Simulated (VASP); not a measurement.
# TiO2 (Pbcn) in VASP: further runs, part 2 of 2

VASP 6.6.1. The steps go on from the part before.

## 3. Single point, PBE

INCAR

```
SYSTEM = TiO2
ALGO = Normal
EDIFF = 1E-6
ENCUT = 520
GGA = PE
ISIF = 2
ISMEAR = 0
LASPH = .TRUE.
LCHARG = .TRUE.
LELF = .TRUE.
LREAL = .FALSE.
LVHAR = .TRUE.
LWAVE = .FALSE.
NBANDS = 60
NELM = 80
PREC = Accurate
SIGMA = 0.02
```

KPOINTS

```
k-points
0
G
  6 4 6
  0 0 0
```

POSCAR

```
TiO2
1.0
    4.5785777549      0.0000000000      0.0000000000
    0.0000000000      5.5732490131      0.0000000000
    0.0000000000      0.0000000000      4.9240090749
Ti O
4 8
Direct
    0.0000000000      0.1772768973      0.2500000000
    0.5000000000      0.3227231027      0.7500000000
    0.0000000000      0.8227231027      0.7500000000
    0.5000000000      0.6772768973      0.2500000000
    0.2711338476      0.3805140688      0.4190141064
    0.2288661524      0.1194859312      0.9190141064
    0.7711338476      0.1194859312      0.5809858936
    0.7288661524      0.3805140688      0.0809858936
    0.7288661524      0.6194859312      0.5809858936
    0.7711338476      0.8805140688      0.0809858936
    0.2288661524      0.8805140688      0.4190141064
    0.2711338476      0.6194859312      0.9190141064
```

Potentials or basis: VASP PAW PBE potentials, release 64 (Ti_sv, O).

The run is started by

```console
$ cat potpaw_PBE.64/Ti_sv/POTCAR potpaw_PBE.64/O/POTCAR > POTCAR
$ mpirun -np 1 vasp_std > vasp.out
```

OUTCAR:

```text
SYSTEM = TiO2
   EDIFF = 1E-6
   ENCUT = 520
   GGA = PE
   ISIF = 2
   ISMEAR = 0
   LASPH = .TRUE.
   LREAL = .FALSE.
   NELM = 80
   PREC = Accurate

 ion  position               nearest neighbor table
   1  0.000  0.177  0.250-   5 1.88   8 1.88   7 1.96   6 1.96  10 2.13  11 2.13
   2  0.500  0.323  0.750-   6 1.88   7 1.88   5 1.96   8 1.96   9 2.13  12 2.13
   3  0.000  0.823  0.750-   9 1.88  12 1.88  11 1.96  10 1.96   6 2.13   7 2.13
   4  0.500  0.677  0.250-  10 1.88  11 1.88   9 1.96  12 1.96   5 2.13   8 2.13
   5  0.271  0.381  0.419-   1 1.88   2 1.96   4 2.13
   6  0.229  0.119  0.919-   2 1.88   1 1.96   3 2.13
   7  0.771  0.119  0.581-   2 1.88   1 1.96   3 2.13
   8  0.729  0.381  0.081-   1 1.88   2 1.96   4 2.13
   9  0.729  0.619  0.581-   3 1.88   4 1.96   2 2.13
  10  0.771  0.881  0.081-   4 1.88   3 1.96   1 2.13
  11  0.229  0.881  0.419-   4 1.88   3 1.96   1 2.13
  12  0.271  0.619  0.919-   3 1.88   4 1.96   2 2.13

  LATTYP: Found a simple orthorhombic cell.
 ALAT       =     4.5785777549
 B/A-ratio  =     1.0754451139
 C/A-ratio  =     1.2172445924
[... 1720 lines left out ...]
     59       8.4630      0.00000
     60       8.4630      0.00000

 [... further k-points ...]

------------------------ aborting loop because EDIFF is reached ----------------------------------------

  FORCE on cell =-STRESS in cart. coord.  units (eV):
  Direction    XX          YY          ZZ          XY          YZ          ZX
  --------------------------------------------------------------------------------------
  -------------------------------------------------------------------------------------
  Total        0.5844022      0.4803543      0.5974197      0.0000000      0.0000000     -0.0000000
  in kB        7.4518568      6.1251168      7.6178462      0.0000000      0.0000000     -0.0000000
  external PRESSURE =       7.0649399 kB  Pullay stress =       0.0000000 kB

 VOLUME and BASIS-vectors are now :
 -----------------------------------------------------------------------------
  energy-cutoff  :      520.00
  volume of cell :      125.65
      direct lattice vectors                 reciprocal lattice vectors
     4.578577755  0.000000000  0.000000000     0.218408435  0.000000000  0.000000000
     0.000000000  5.573249013  0.000000000     0.000000000  0.179428552  0.000000000
     0.000000000  0.000000000  4.924009075     0.000000000  0.000000000  0.203086547

 POSITION                                       TOTAL-FORCE (eV/Angst)
 -----------------------------------------------------------------------------------
      0.00000      0.98801      1.23100         0.000000     -0.036301     -0.000000
      2.28929      1.79862      3.69301         0.000000      0.036301     -0.000000
      0.00000      4.58524      3.69301         0.000000      0.036301      0.000000
      2.28929      3.77463      1.23100         0.000000     -0.036301      0.000000
      1.24141      2.12070      2.06323         0.013490      0.029349     -0.000033
      1.04788      0.66592      4.52523        -0.013490     -0.029349     -0.000033
      3.53070      0.66592      2.86078         0.013490     -0.029349      0.000033
      3.33717      2.12070      0.39878        -0.013490      0.029349      0.000033
      3.33717      3.45255      2.86078        -0.013490     -0.029349      0.000033
      3.53070      4.90732      0.39878         0.013490      0.029349      0.000033
      1.04788      4.90732      2.06323        -0.013490      0.029349     -0.000033
      1.24141      3.45255      4.52523         0.013490     -0.029349     -0.000033
 -----------------------------------------------------------------------------------
    total drift:                               -0.000000     -0.000000     -0.000000

  FREE ENERGIE OF THE ION-ELECTRON SYSTEM (eV)
  ---------------------------------------------------
  free  energy   TOTEN  =      -107.4080894626 eV

  energy  without entropy=     -107.4080894626  energy(sigma->0) =     -107.40808946
```

OSZICAR:

```text
N       E                     dE             d eps       ncg     rms          rms(c)
DAV:   1     0.151469287721E+04    0.15147E+04   -0.47805E+04  5760   0.192E+03
DAV:   2     0.175458426372E+03   -0.13392E+04   -0.12676E+04  5848   0.595E+02
DAV:   3    -0.119491860284E+03   -0.29495E+03   -0.28540E+03  7332   0.242E+02
DAV:   4    -0.141196887467E+03   -0.21705E+02   -0.21652E+02  8536   0.712E+01
DAV:   5    -0.142407867530E+03   -0.12110E+01   -0.12105E+01  8856   0.137E+01    0.440E+01
DAV:   6    -0.108605942528E+03    0.33802E+02   -0.21123E+02  7972   0.980E+01    0.176E+01
DAV:   7    -0.107928806031E+03    0.67714E+00   -0.35434E+01  7816   0.343E+01    0.112E+01
DAV:   8    -0.107737916006E+03    0.19089E+00   -0.79179E+00  7424   0.196E+01    0.591E+00
DAV:   9    -0.107389991099E+03    0.34792E+00   -0.23419E+00  7640   0.996E+00    0.143E+00
DAV:  10    -0.107415851800E+03   -0.25861E-01   -0.18359E-01  6780   0.239E+00    0.650E-01
DAV:  11    -0.107407941631E+03    0.79102E-02   -0.33600E-02  7280   0.939E-01    0.117E-01
DAV:  12    -0.107408288587E+03   -0.34696E-03   -0.20236E-03  6720   0.288E-01    0.141E-01
DAV:  13    -0.107408086503E+03    0.20208E-03   -0.81469E-04  7528   0.167E-01    0.248E-02
DAV:  14    -0.107408089699E+03   -0.31964E-05   -0.73912E-05  8696   0.557E-02    0.191E-02
DAV:  15    -0.107408089983E+03   -0.28357E-06   -0.31579E-05  7480   0.425E-02    0.690E-03
DAV:  16    -0.107408089463E+03    0.51995E-06   -0.21847E-06  4404   0.118E-02
   1 F= -.10740809E+03 E0= -.10740809E+03  d E =-.915455E-29
```

Run time: 3.6 min. Hardware: 1 thread of AMD EPYC 9R45 (Zen 5), shared host; peak memory 0.36 GiB.

What came out:

- Free energy: -107.4081 eV
- Pressure: 0.7 GPa
- Largest force: 0.036 eV/Å
- Band gap on the k mesh: 2.60 eV (least direct gap 2.64 eV)

Forces in eV/Å, atoms in the order of the input:
```
Ti   0.000 -0.036  0.000
Ti   0.000  0.036  0.000
Ti   0.000  0.036  0.000
Ti   0.000 -0.036  0.000
O    0.013  0.029  0.000
O   -0.013 -0.029  0.000
O    0.013 -0.029  0.000
O   -0.013  0.029  0.000
O   -0.013 -0.029  0.000
O    0.013  0.029  0.000
O   -0.013  0.029  0.000
O    0.013 -0.029  0.000
```

Levels at points of the mesh, in eV from the valence-band top:
| k point | band 44 | band 45 | band 46 | band 47 | band 48 | band 49 | band 50 | band 51 | band 52 | band 53 |
| --- | --- | --- | --- | --- | --- | --- | --- | --- | --- | --- |
| (0.00, 0.00, 0.00) | -0.60 | -0.50 | -0.42 | -0.01 | 0.00 | 2.64 | 2.66 | 2.78 | 2.82 | 2.90 |
| (0.50, 0.00, 0.00) | -1.20 | -0.51 | -0.51 | -0.23 | -0.23 | 3.08 | 3.08 | 3.22 | 3.22 | 3.54 |
| (0.00, 0.50, 0.00) | -1.23 | -1.19 | -1.19 | -0.11 | -0.11 | 2.74 | 2.74 | 3.17 | 3.17 | 3.27 |
| (0.50, 0.50, 0.00) | -1.06 | -0.51 | -0.51 | -0.34 | -0.34 | 2.97 | 2.97 | 2.97 | 2.97 | 3.20 |
| (0.00, 0.00, 0.50) | -1.06 | -0.39 | -0.39 | -0.29 | -0.29 | 2.60 | 2.60 | 3.02 | 3.02 | 3.58 |
| (0.50, 0.00, 0.50) | -1.23 | -0.50 | -0.50 | -0.50 | -0.50 | 2.96 | 2.96 | 2.96 | 2.96 | 3.51 |
| (0.00, 0.50, 0.50) | -1.62 | -0.41 | -0.41 | -0.41 | -0.41 | 2.87 | 2.87 | 2.87 | 2.87 | 3.66 |
| (0.50, 0.50, 0.50) | -1.25 | -0.78 | -0.78 | -0.78 | -0.78 | 3.00 | 3.00 | 3.00 | 3.00 | 3.44 |

A k mesh can miss the band edges. As with any semilocal functional, this PBE gap is likely too small.
